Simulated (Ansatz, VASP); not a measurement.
## KF: VASP beside Ansatz

```xyz
2
Lattice="3.2704 0.0000 0.0000 0.0000 3.2704 0.0000 0.0000 0.0000 3.1789" Properties=species:S:1:pos:R:3 pbc="T T T"
K     0.0000    0.0000    0.0000
F     1.6352    1.6352    1.5894
```

Change from the starting cell: biaxial_xy strain +2.9%.

Alike in both runs: task single point; functional r2SCAN; k mesh 8 × 8 × 8; no spin polarisation.

```csv
,VASP,Ansatz
version,VASP 6.6.1,Ansatz 0.2.0
potentials or method,"VASP PAW PBE potentials, release 64 (K_sv, F)","plane waves, PAW"
plane-wave cutoff (eV),520,500
occupations,"gaussian, width 0.01 eV",fixed
valence electrons in the cell,16,16
```

|  | VASP | Ansatz | Ansatz less VASP |
| --- | --- | --- | --- |
| gap on the k mesh at the Fermi level (eV) | 7.21 | 7.21 | -0.001 |
| pressure (GPa) | -2.1 | -2.1 | +0.06 |
| traceless stress, the component that is largest in VASP (GPa) | 1.66 | 1.66 | 0.000 |

VASP's potentials were made for PBE, not for r2SCAN.
